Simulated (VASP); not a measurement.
Wanted: the native input for a VASP 6.6.1 run.

- Task: single point
- Functional: PBE
- Potentials or basis: VASP PAW PBE potentials, release 64 (Au)
- Cutoff: 520 eV
- k mesh: 24 × 24 × 24
- Occupations: gaussian, width 0.1 eV
- Spin: no spin polarisation
- Dipole correction: no
- Further INCAR settings: ALGO = Fast; EDIFF = 1e-07; NBANDS = 12

The structure of Au lies in POSCAR:

```
Au
1.0
   -1.7527846286      1.7527846286      1.4736693276
    1.7527846286     -1.7527846286      1.4736693276
    1.7527846286      1.7527846286     -1.4736693276
Au
1
Direct
    0.5000000000      0.5000000000      0.0000000000
```

One way to write it, as run:

INCAR

```
SYSTEM = Au
ALGO = Fast
EDIFF = 1E-7
ENCUT = 520
GGA = PE
ISIF = 2
ISMEAR = 0
LASPH = .True.
LCHARG = .True.
LELF = .True.
LREAL = .False.
LVHAR = .True.
LWAVE = .False.
NBANDS = 12
NELM = 100
PREC = Accurate
SIGMA = 0.1
```

KPOINTS

```
k-points
0
Gamma
  24 24 24
  0 0 0
```

Potentials or basis: VASP PAW PBE potentials, release 64 (Au).

Launch:

```sh
$ cat potpaw_PBE.64/Au/POTCAR > POTCAR
$ mpirun -np 1 vasp_std > vasp.out
```

Results of the run:

The pressure is -0.2 GPa and the band gap on the k mesh is zero (an odd number of electrons rules out a gap without spin polarisation).

Caveat: spin-orbit coupling is left out, which moves the levels of the heavy elements.

Wall time 2.5 min on 1 thread of Intel Xeon 6975P-C, on a shared host, peak memory 0.34 GiB.
